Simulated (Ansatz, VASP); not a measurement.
# H: VASP beside Ansatz

File INCAR:

```
PREC = Accurate ; ENCUT = 520
EDIFF = 1E-7 ; ISMEAR = -1
SIGMA = 0.1 ; LREAL = False
LASPH = True ; NELM = 60
ALGO = Normal ; ISIF = 2
LWAVE = False ; LCHARG = True
GGA = PE ; LELF = True
LVHAR = True ; NBANDS = 10
```

File KPOINTS:

```
regular mesh
0
Gamma
  7 7 7
```

POSCAR

```
H
1.0
    5.0370440000      0.0000000000      0.0000000000
    0.0000000000      5.0370440000      0.0000000000
    0.0000000000      0.0000000000      5.0370440000
H
4
Direct
    0.0000000000      0.0000000000      0.0000000000
    0.5000000000      0.0000000000      0.5000000000
    0.5000000000      0.5000000000      0.0000000000
    0.0000000000      0.5000000000      0.5000000000
```

Input for Ansatz:

```yaml
crystal:
  lattice:
    - [5.037044, 0.0, 0.0]
    - [0.0, 5.037044, 0.0]
    - [0.0, 0.0, 5.037044]
  atoms:
    - { symbol: H, position: [0.0, 0.0, 0.0] }
    - { symbol: H, position: [0.5, 0.0, 0.5] }
    - { symbol: H, position: [0.5, 0.5, 0.0] }
    - { symbol: H, position: [0.0, 0.5, 0.5] }
  symmetry: { tolerance: 0.0003 }
kpoints:
  mp_grid: { grid: [7, 7, 7], shift: [0, 0, 0] }
  band_path:
    path:
      - [0.75, 0.75, 0.0]
      - [0.0, 0.0, 0.0]
      - [0.5, 0.5, 0.5]
      - [0.5, 1.0, 0.0]
      - [0.0, 1.0, 0.0]
    npoints: 13
magnetization:
  spin_polarized: false
scf:
  occupations: { method: fermi_dirac }
  lower_state_search: "off"
  max_iter: 200
hamiltonian:
  pseudopotentials: { kind: paw }
  xc: pbe
basis:
  ecutwfc: 420
  fft_grid_basis: typed
output:
  forces: true
  stress: true
  eigenvalues: true
  bader: true
  populations: true
  elf: true
  write_potential: true
  volumetric_format: npy
  dos:
    e_range: [-12, 8]
    de: 0.05
    projected: { site_lists: { H: [H] } }
checkpoint:
  read: saved_state
```

Alike in both runs: task single point; functional PBE; k mesh 7 × 7 × 7; no spin polarisation.

```csv
,VASP,Ansatz
version,VASP 6.6.1,Ansatz 0.2.0
potentials or method,"VASP PAW PBE potentials, release 64 (H), cutoff 520 eV",PAW plane waves
occupations,"fermi-dirac, width 0.1 eV",fermi-dirac
valence electrons in the cell,4,4
```

|  | VASP | Ansatz | Ansatz less VASP |
| --- | --- | --- | --- |
| pressure (GPa) | -2.4 | -2.4 | +0.04 |
